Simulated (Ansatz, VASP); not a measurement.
## SnO2 in VASP and in Ansatz

Contents of INCAR:

```
PREC = Accurate
ENCUT = 520
EDIFF = 1E-7
ISMEAR = 0
SIGMA = 0.05
LREAL = False
LASPH = True
NELM = 60
ALGO = Normal
ISIF = 2
LWAVE = False
LCHARG = True
GGA = PE
IVDW = 12
LELF = True
LVHAR = True
NBANDS = 64
```

File KPOINTS:

```
regular mesh
0
Gamma
  6 6 6
```

File POSCAR:

```
SnO2
1.0
    3.2373377712      1.8690778337      4.2908446647
   -3.2373377712      1.8690778337      4.2908446647
    0.0000000000     -3.7381556673      4.2908446647
Sn O
4 8
Direct
    0.8671910605      0.8635728566      0.8635728567
    0.3671840046      0.3635988107      0.8635823569
    0.3671840046      0.8635823568      0.3635988109
    0.8671939445      0.3635924901      0.3635924902
    0.1246015055      0.6194842440      0.6194842324
    0.6245427920      0.1194873195      0.6194740507
    0.6245427920      0.6194740623      0.1194873079
    0.5872236717      0.6189941782      0.6189941885
    0.1245829091      0.1194888804      0.1194888688
    0.0871677627      0.1190158527      0.6189919354
    0.0871677627      0.6189919251      0.1190158630
    0.5872055202      0.1189921610      0.1189921714
```

Input for Ansatz:

```yaml
crystal:
  lattice:
    - [3.2373377712, 1.8690778337, 4.2908446647]
    - [-3.2373377712, 1.8690778337, 4.2908446647]
    - [0.0, -3.7381556673, 4.2908446647]
  atoms:
    - { symbol: Sn, position: [0.8671910605, 0.8635728566, 0.8635728567] }
    - { symbol: Sn, position: [0.3671840046, 0.3635988107, 0.8635823569] }
    - { symbol: Sn, position: [0.3671840046, 0.8635823568, 0.3635988109] }
    - { symbol: Sn, position: [0.8671939445, 0.3635924901, 0.3635924902] }
    - { symbol: O, position: [0.1246015055, 0.619484244, 0.6194842324] }
    - { symbol: O, position: [0.624542792, 0.1194873195, 0.6194740507] }
    - { symbol: O, position: [0.624542792, 0.6194740623, 0.1194873079] }
    - { symbol: O, position: [0.5872236717, 0.6189941782, 0.6189941885] }
    - { symbol: O, position: [0.1245829091, 0.1194888804, 0.1194888688] }
    - { symbol: O, position: [0.0871677627, 0.1190158527, 0.6189919354] }
    - { symbol: O, position: [0.0871677627, 0.6189919251, 0.119015863] }
    - { symbol: O, position: [0.5872055202, 0.118992161, 0.1189921714] }
basis:
  ecutwfc: 520.0
kpoints:
  mp_grid: { grid: [6, 6, 6] }
hamiltonian:
  xc: pbe
  pseudopotentials: { kind: paw, azcp: { folder: soft_1 } }
  dispersion: d3bj
scf:
  occupations: { method: gaussian, width: 0.05 }
output:
  forces: true
  stress: true
  eigenvalues: true
  write_density: true
  write_potential: true
  elf: true
  volumetric_format: npy
```

Change from the starting cell: mode 20 frozen in at -0.050 Å and mode 26 at +0.069 Å (largest displacements).

Alike in both runs: task single point; functional PBE; dispersion D3(BJ); k mesh 6 × 6 × 6; occupations gaussian, width 0.05 eV; no spin polarisation.

|  | VASP | Ansatz |
| --- | --- | --- |
| version | VASP 6.6.1 | Ansatz 0.2.0 |
| potentials or method | VASP PAW PBE potentials, release 64 (Sn_d, O), cutoff 520 eV | scalar-relativistic, plane waves, PAW |
| valence electrons in the cell | 104 | 104 |

```tsv
	VASP	Ansatz	Ansatz less VASP
gap on the k mesh at the Fermi level (eV)	1.53	1.55	+0.020
least direct gap on the mesh (eV)	1.53	1.55	+0.020
pressure (GPa)	1.7	1.0	-0.69
traceless stress, the component that is largest in VASP (GPa)	4.83	4.75	-0.074
rms of the force components (eV/Å)	0.470	0.457	-0.0138
```

Atom by atom the forces differ by 0.029 eV/Å (rms over components).
